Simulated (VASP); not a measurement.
A run of VASP 6.6.1 is set up as follows.

POSCAR

```
CaSe
1.0
    0.0000000000      2.9337007528      2.9675306017
    2.9337007528      0.0000000000      2.9675306017
    2.9337007528      2.9337007528      0.0000000000
Ca Se
1 1
Direct
    0.0000000000      0.0000000000      0.0000000000
    0.5000000000      0.5000000000      0.5000000000
```

Contents of INCAR.step1:

```
ALGO = Normal
EDIFF = 1E-4
ENCUT = 520
GGA = PE
ISMEAR = 0
LASPH = T
LCHARG = F
LREAL = F
LWAVE = T
NBANDS = 15
NELM = 60
PREC = Accurate
SIGMA = 0.01
```

INCAR.step2

```
ALGO = Normal
EDIFF = 1E-6
ENCUT = 520
ISIF = 2
ISMEAR = 0
ISTART = 1
LASPH = T
LCHARG = F
LMIXTAU = T
LREAL = F
LWAVE = F
METAGGA = R2SCAN
NBANDS = 15
NELM = 60
PREC = Accurate
SIGMA = 0.01
```

The input KPOINTS:

```
k-points
0
Gamma
  8 8 8
```

Potentials or basis: VASP PAW PBE potentials, release 64 (Ca_sv, Se).

The run is started by

```console
$ cat potpaw_PBE.64/Ca_sv/POTCAR potpaw_PBE.64/Se/POTCAR > POTCAR
$ cp INCAR.step1 INCAR
$ mpirun -np 1 vasp_std > vasp.out
$ cp INCAR.step2 INCAR
$ mpirun -np 1 vasp_std > vasp.out
```

Question: What does it give for the band gap on the k mesh?

Answer: 2.46 eV (least direct gap 3.40 eV).

Question: Predict the pressure.

Answer: 1.5 GPa.

Stress tensor (GPa, compression positive):
```
1.96 0.00 0.00
0.00 1.96 0.00
0.00 0.00 0.72
```

Caveat: the cell differs from its parent crystal (biaxial xy strain -1.1%); the PAW data sets were made with another functional, which shifts forces and pressure a little. A k mesh can miss the band edges.
